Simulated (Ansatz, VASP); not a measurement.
## Bi in VASP and in Ansatz

File INCAR:

```
SYSTEM = Bi
PREC = Accurate
ENCUT = 520
EDIFF = 1E-6
ISMEAR = -1
SIGMA = 0.03
LREAL = .False.
LASPH = .True.
NELM = 60
ALGO = Normal
ISIF = 2
LWAVE = .False.
LCHARG = .True.
GGA = PS
LELF = .True.
LVHAR = .True.
NBANDS = 22
```

Contents of KPOINTS:

```
regular mesh
0
Gamma
  9 9 3
  0 0 0
```

File POSCAR:

```
Bi
1.0
    4.5390002997      0.0453900030      0.0453900030
   -2.2301912542      3.9081945659      0.0166138942
    0.1182900000      0.1182900000     11.8290000000
Bi
2
Direct
    0.3333333333      0.6666666667      0.2500000000
    0.6666666667      0.3333333333      0.7500000000
```

Input for Ansatz:

```yaml
crystal:
  lattice:
    - [4.5390002997, 0.045390003, 0.045390003]
    - [-2.2301912542, 3.9081945659, 0.0166138942]
    - [0.11829, 0.11829, 11.829]
  atoms:
    - { symbol: Bi, position: [0.3333333333, 0.6666666667, 0.25] }
    - { symbol: Bi, position: [0.6666666667, 0.3333333333, 0.75] }
kpoints:
  mp_grid: { grid: [9, 9, 3] }
  band_path:
    path:
      - [0.0, 0.0, 0.0]
      - [0.0, -0.5, 0.0]
      - [0.0, 0.0, 0.5]
      - [0.0, 0.0, 0.0]
      - [-0.5, 0.0, 0.0]
      - [-0.5, 0.5, -0.5]
      - [0.0, 0.0, 0.0]
      - [-0.5, 0.0, -0.5]
      - [-0.5, 0.5, 0.0]
    npoints: 5
scf:
  occupations: { method: fermi_dirac, width: 0.03 }
hamiltonian:
  xc: pbesol
  pseudopotentials: { kind: all_electron, lapw: { basis_error: 0.0005 } }
output:
  forces: true
  stress: true
  eigenvalues: true
```

Change from the starting cell: equal xy, yz and zx shear strains of +2 %.

Alike in both runs: task single point; functional PBEsol; k mesh 9 × 9 × 3; occupations fermi-dirac, width 0.03 eV; no spin polarisation.

|  | VASP | Ansatz |
| --- | --- | --- |
| version | VASP 6.6.1 | Ansatz 0.2.0 |
| potentials or method | VASP PAW PBE potentials, release 64 (Bi_d), cutoff 520 eV | all-electron LAPW, scalar-relativistic |

VASP gave:

* pressure (GPa): -3.6
* traceless stress, the component that is largest in VASP (GPa): 3.15

**Question.** Estimate Ansatz's values.

**Answer.** Pressure (GPa): -3.5; traceless stress, the component that is largest in VASP (GPa): 3.16.

VASP's potentials were made for PBE, not for PBEsol. Ansatz ran all-electron here, and VASP with PAW potentials.

Neither program's run includes spin-orbit coupling.
